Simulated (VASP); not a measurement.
Here is a VASP 6.6.1 calculation.

Contents of INCAR:

```
SYSTEM = Te2Mo
ALGO     = Normal         ! electronic algorithm
DIPOL    = 0.5 0.5 0.397
EDIFF    = 1E-6           ! SCF threshold, eV
ENCUT    = 520            ! plane-wave cutoff, eV
GGA      = PE             ! functional
IDIPOL   = 3            
ISIF     = 2              ! what is computed and relaxed
ISMEAR   = 0              ! smearing method
IVDW     = 12             ! dispersion correction
LASPH    = .TRUE.         ! aspherical terms in the spheres
LCHARG   = .FALSE.        ! write CHGCAR
LDIPOL   = .TRUE.       
LREAL    = .FALSE.        ! projectors in reciprocal space
LWAVE    = .FALSE.        ! write WAVECAR
NBANDS   = 35             ! bands
NELM     = 100            ! most SCF steps
PREC     = Accurate       ! precision mode
SIGMA    = 0.05           ! smearing width, eV
```

KPOINTS

```
k-points
0
G
  9 9 1
  0 0 0
```

Contents of POSCAR:

```
Te2Mo
1.0
    3.5038817003      0.0000000000      0.0000000000
   -1.7519408501      3.0344505643      0.0000000000
    0.0000000000      0.0000000000     24.7677199090
Te Mo
4 2
Direct
    0.3333333333      0.6666666667      0.1816881011
    0.3333333333      0.6666666667      0.3282968769
    0.3333333333      1.1666666666      0.4664823871
    0.3333333333      1.1666666666      0.6130924476
    0.6666666667      0.3333333334      0.2550101463
    0.0000000000      1.5000000000      0.5397693413
```

Potentials or basis: VASP PAW PBE potentials, release 64 (Te, Mo_sv).

Run with:

```console
$ cat potpaw_PBE.64/Te/POTCAR potpaw_PBE.64/Mo_sv/POTCAR > POTCAR
$ mpirun -np 1 vasp_std > vasp.out
```

Question: Estimate the dispersion energy per atom.

Answer: -0.467 eV.

Question: Estimate the largest force.

Answer: 0.028 eV/Å.

Question: Estimate the band gap on the k mesh.

Answer: 1.07 eV (least direct gap 1.14 eV).

Forces in eV/Å, atoms in the order of the input:
```
Te   0.007  0.004 -0.014
Te  -0.019 -0.011  0.015
Te   0.019  0.011 -0.015
Te  -0.007 -0.004  0.014
Mo  -0.025 -0.014  0.000
Mo   0.025  0.014  0.000
```

Caveat: the cell differs from its parent crystal (layers slid over each other, then relaxed in part); spin-orbit coupling is left out, which moves the levels of the heavy elements.
